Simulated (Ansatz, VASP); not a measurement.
One calculation of BN, two programs

```
CELL_PARAMETERS angstrom
1.25112 0.72234 3.37293
-1.25112 0.72234 3.37293
0.00000 -1.44467 3.37293
ATOMIC_POSITIONS crystal
B 0.99967 0.99967 0.99967
N 0.33276 0.33276 0.33276
```

Alike in both runs: task single point; functional LDA; k mesh 9 × 9 × 9; occupations gaussian, width 0.1 eV; no spin polarisation.

|  | VASP | Ansatz |
| --- | --- | --- |
| version | VASP 6.6.1 | Ansatz 0.2.0 |
| potentials or method | VASP PAW LDA potentials, release 64 (B, N), cutoff 600 eV | scalar-relativistic, plane waves, PAW |
| valence electrons in the cell | 8 | 8 |

VASP gave:

| Item | Value |
| --- | --- |
| gap on the k mesh at the Fermi level (eV) | 4.19 |
| least direct gap on the mesh (eV) | 4.55 |
| pressure (GPa) | -4.0 |
| traceless stress, the component that is largest in VASP (GPa) | 2.79 |

Task: What did Ansatz give for the same quantities?

Result: gap on the k mesh at the Fermi level (eV): 4.21; least direct gap on the mesh (eV): 4.56; pressure (GPa): -4.2; traceless stress, the component that is largest in VASP (GPa): 3.30.

LDA's correlation is that of Perdew and Zunger in VASP and of Perdew and Wang (1992) in Ansatz.
